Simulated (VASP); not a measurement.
# Al (Fm-3m) in VASP: single point with PBE

Aim: the single point of Al with PBE.

All numbers are computed with VASP 6.6.1; they aren't measurements. Logs are shortened: lines on timing, memory, paths and dates and some standing lists are left out, and cuts for length are marked.

### 1 The cell of the first run

Symmetry: Fm-3m, No. 225, cubic system. The conventional cell has a = 4.041 Å, b = 4.041 Å, c = 4.041 Å, α = 90.00°, β = 90.00°, γ = 90.00°. Al (site symmetry m-3m) has 12 Al at 2.86 Å within 3.8 Å.

### 2 Single point, PBE

INCAR

```
PREC = Accurate ; ENCUT = 500
EDIFF = 1E-6 ; ISMEAR = 0
SIGMA = 0.1 ; LREAL = F
LASPH = T ; NELM = 120
ALGO = Normal ; ISIF = 2
LWAVE = F ; LCHARG = F
GGA = PE ; NBANDS = 8
GGA_COMPAT = F
```

KPOINTS

```
regular mesh
0
Gamma
  18 18 18
```

POSCAR

```
Al
1.0
    0.0000000000      2.0204130981      2.0204130981
    2.0204130981      0.0000000000      2.0204130981
    2.0204130981      2.0204130981      0.0000000000
Al
1
Direct
    0.0000000000      0.0000000000      0.0000000000
```

Potentials or basis: VASP PAW PBE potentials, release 64 (Al).

Run with:

```
$ cat potpaw_PBE.64/Al/POTCAR > POTCAR
$ mpirun -np 1 vasp_std > vasp.out
```

OUTCAR:

```text
PREC = Accurate
   ENCUT = 500
   EDIFF = 1E-6
   ISMEAR = 0
   LREAL = F
   LASPH = T
   NELM = 120
   ISIF = 2
   GGA = PE

 ion  position               nearest neighbor table
   1  0.000  0.000  0.000-

  LATTYP: Found a face centered cubic cell.
 ALAT       =     4.0408261962

  Lattice vectors:

 A1 = (   0.0000000000,   2.0204130981,   2.0204130981)
 A2 = (   2.0204130981,   0.0000000000,   2.0204130981)
 A3 = (   2.0204130981,   2.0204130981,   0.0000000000)

Analysis of symmetry for initial positions (statically):
=====================================================================
 Subroutine PRICEL returns:
 Original cell was already a primitive cell.

 Routine SETGRP: Setting up the symmetry group for a
 face centered cubic supercell.

 Subroutine GETGRP returns: Found 48 space group operations
 (whereof 48 operations were pure point group operations)
 out of a pool of 48 trial point group operations.

The static configuration has the point symmetry O_h .

Analysis of symmetry for dynamics (positions and initial velocities):
=====================================================================
 Subroutine PRICEL returns:
 Original cell was already a primitive cell.

 Routine SETGRP: Setting up the symmetry group for a
 face centered cubic supercell.

 Subroutine GETGRP returns: Found 48 space group operations
 (whereof 48 operations were pure point group operations)
 out of a pool of 48 trial point group operations.

The dynamic configuration has the point symmetry O_h .

 Subroutine INISYM returns: Found 48 space group operations
 (whereof 48 operations are pure point group operations),
 and found     1 'primitive' translations

----------------------------------------------------------------------------------------

                                     Primitive cell

  volume of cell :      16.4949

  direct lattice vectors                    reciprocal lattice vectors
     0.000000000  2.020413098  2.020413098    -0.247474143  0.247474143  0.247474143
     2.020413098  0.000000000  2.020413098     0.247474143 -0.247474143  0.247474143
     2.020413098  2.020413098  0.000000000     0.247474143  0.247474143 -0.247474143

  length of vectors
     2.857295605  2.857295605  2.857295605     0.428637789  0.428637789  0.428637789

  position of ions in fractional coordinates (direct lattice)
[... 71 lines left out ...]
   ISPIN  =      1    spin polarized calculation?
   LNONCOLLINEAR =      F non collinear calculations
   LSORBIT =      F    spin-orbit coupling
   LASPH  =      T    aspherical Exc in radial PAW
   ENCUT  =  500.0 eV  36.75 Ry    6.06 a.u.   5.21  5.21  5.21*2*pi/ulx,y,z
   NELM   =    120;   NELMIN=  2; NELMDL= -5     # of ELM steps
   EDIFF  = 0.1E-05   stopping-criterion for ELM
   LREAL  =      F    real-space projection
   EDIFFG = 0.1E-04   stopping-criterion for IOM
   NSW    =      0    number of steps for IOM
   IBRION =     -1    ionic relax: 0-MD 1-quasi-New 2-CG
   NFREE  =      0    steps in history (QN), initial steepest desc. (CG)
   ISIF   =      2    stress and relaxation
   ISYM   =      2    0-nonsym 1-usesym 2-fastsym
   POTIM  = 0.5000    time-step for ionic-motion
   TEBEG  =    0.0;   TEEND  =   0.0 temperature during run
   PSTRESS=    0.0 pullay stress
   NELECT =       3.0000    total number of electrons
   NUPDOWN=      -1.0000    fix difference up-down
   EMIN   =  10.00;   EMAX   =-10.00  energy-range for DOS
   EFERMI =   0.00;   METHOD = LEGACY
   ISMEAR =     0;   SIGMA  =   0.10  broadening in eV -4-tet -1-fermi 0-gaus
   EFERMI_NEDOS =   21; number of points for ismear=-14 and -15
   IALGO  =     38    algorithm
   IMIX   =      4    mixing-type and parameters
     AMIX     =   0.40;   BMIX     =  1.00
     AMIX_MAG =   1.60;   BMIX_MAG =  1.00
  volume/ion in A,a.u.               =      16.49       111.31
  Fermi-wavevector in a.u.,A,eV,Ry     =   0.927538  1.752793 11.705458  0.860327
  Thomas-Fermi vector in A             =   2.053618
   LORBIT       =      0    0 simple, 1 ext, 2 COOP (PROOUT), +10 PAW based schemes
   GGA     = PE    functional components
   LHFCALC =     F    Hartree Fock is set to
   AEXX    =    0.0000 exact exchange contribution
   IVDW    =     0    specifies the selected vdW correction
   LEPSILON=     F    determine dielectric tensor
   LRPA    =     F    only Hartree local field effects (RPA)
 non-spin polarized calculation
 Gauss-broadening in eV      SIGMA  =   0.10
  energy-cutoff  :      500.00
  volume of cell :       16.49
 maximum number of plane-waves:       444
 NGX is ok and might be reduce to    24
   NGX = 11   NGY = 11   NGZ = 11

 number of electron       3.0000000 magnetization

 Free energy of the ion-electron system (eV)
  ---------------------------------------------------
  ext. energy  EPLUGINS =         0.00000000
  ---------------------------------------------------
  free energy    TOTEN  =        -3.74452415 eV

  energy without entropy =       -3.74159765  energy(sigma->0) =       -3.74306090

 E-fermi :   7.9947     XC(G=0): -10.1976

 val. band max:        7.9881284126   @ k =  -0.2778   0.2778   0.0556
 cond. band min:       7.9952662878   @ k =  -0.2778   0.5000   0.2222
 fundamental gap:      0.0071378751
 Fermi energy:         7.9946556792

 k-point     1 :       0.0000    0.0000    0.0000
  band No.  band energies     occupation
      1      -3.1331      2.00000
      2      20.6245      0.00000
      3      20.6245      0.00000
      4      20.6245      0.00000
      5      22.1187      0.00000
      6      22.1187      0.00000
      7      22.1187      0.00000
      8      24.4716      0.00000
[... 243 lines left out ...]
 k-point    24 :      -0.2222    0.0556    0.0000
  band No.  band energies     occupation
      1      -1.4916      2.00000
      2      11.8450      0.00000
      3      17.2901      0.00000
      4      20.1422      0.00000
      5      21.8881      0.00000
      6      22.9390      0.00000
      7      23.3864      0.00000
      8      25.5890      0.00000

 [... further k-points ...]
[... 5 lines left out ...]
  --------------------------------------------------------------------------------------
  -------------------------------------------------------------------------------------
  Total       -0.0009813     -0.0009813     -0.0009813      0.0000000      0.0000000     -0.0000000
  in kB       -0.0953146     -0.0953146     -0.0953146      0.0000000      0.0000000     -0.0000000
  external PRESSURE =      -0.0953146 kB  Pullay stress =       0.0000000 kB

 VOLUME and BASIS-vectors are now :
 -----------------------------------------------------------------------------
  energy-cutoff  :      500.00
  volume of cell :       16.49
      direct lattice vectors                 reciprocal lattice vectors
     0.000000000  2.020413098  2.020413098    -0.247474143  0.247474143  0.247474143
     2.020413098  0.000000000  2.020413098     0.247474143 -0.247474143  0.247474143
     2.020413098  2.020413098  0.000000000     0.247474143  0.247474143 -0.247474143

 POSITION                                       TOTAL-FORCE (eV/Angst)
 -----------------------------------------------------------------------------------
      0.00000      0.00000      0.00000         0.000000      0.000000     -0.000000
 -----------------------------------------------------------------------------------
    total drift:                               -0.000000      0.000000      0.000000

  FREE ENERGIE OF THE ION-ELECTRON SYSTEM (eV)
  ---------------------------------------------------
  free  energy   TOTEN  =        -3.7445241469 eV

  energy  without entropy=       -3.7415976475  energy(sigma->0) =       -3.74306090
```

stdout:

```text
POSCAR found type information on POSCAR Al
 POSCAR found :  1 types and       1 ions
 scaLAPACK will be used
 LDA part: xc-table for (Slater+PW92), standard interpolation
 POSCAR, INCAR and KPOINTS ok, starting setup
 FFT: planning ... GRIDC
 FFT: planning ... GRID_SOFT
 FFT: planning ... GRID
 WAVECAR not read
 entering main loop
```

Wall time 23 s (1 thread of Intel Xeon 8259CL, shared host); peak memory 0.14 GiB.

Results:

```
Free energy : -3.7445 eV
Pressure    : 0.0 GPa
```
